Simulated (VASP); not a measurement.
# Mg2NCl: single point with r2SCAN

The system is Mg2NCl.

```
Mg N Cl
1.0
     1.64661    0.95067    5.93796
    -1.64661    0.95067    5.93796
     0.00000   -1.90134    5.93796
Mg N Cl
2 1 1
Direct
  0.22291 0.22291 0.22291
  0.77709 0.77709 0.77709
  0.50000 0.50000 0.50000
  0.00000 0.00000 0.00000
```

* Program: VASP 6.6.1
* Task: single point
* Functional: r2SCAN
* Potentials or basis: VASP PAW PBE potentials, release 64 (Mg, N, Cl)
* Cutoff: 520 eV
* k mesh: 8 × 8 × 8
* Occupations: gaussian, width 0.01 eV
* Spin: no spin polarisation

```yaml
Pressure: -0.5 GPa
Largest_force: 0.068 eV/Å
Band_gap_on_the_k_mesh: 3.08 eV
```

Forces in eV/Å, atoms in the order of the input:
```
Mg   0.000  0.000 -0.068
Mg   0.000  0.000  0.068
N    0.000  0.000  0.000
Cl   0.000  0.000  0.000
```

Stress tensor (GPa, compression positive):
```
-0.50  0.00  0.00
 0.00 -0.50  0.00
 0.00  0.00 -0.64
```

Levels at points of the mesh, in eV from the valence-band top:
| k point | band 6 | band 7 | band 8 | band 9 | band 10 | band 11 |
| --- | --- | --- | --- | --- | --- | --- |
| (0.00, 0.00, 0.00) | -1.05 | 0.00 | 0.00 | 3.08 | 6.09 | 9.56 |
| (0.50, 0.00, 0.00) | -3.49 | -1.50 | -0.81 | 4.95 | 6.61 | 6.90 |
| (0.50, 0.50, 0.00) | -3.13 | -0.84 | -0.75 | 3.81 | 4.66 | 5.95 |
| (0.50, 0.50, 0.50) | -2.63 | -0.03 | -0.03 | 5.43 | 5.73 | 7.79 |

Wall time 4.9 min on 1 thread of Intel(R) Xeon(R) 6975P-C (Granite Rapids) (shared host), peak memory 0.39 GiB.

Caveat: the PAW data sets were made with another functional, which shifts forces and pressure a little. A k mesh can miss the band edges.
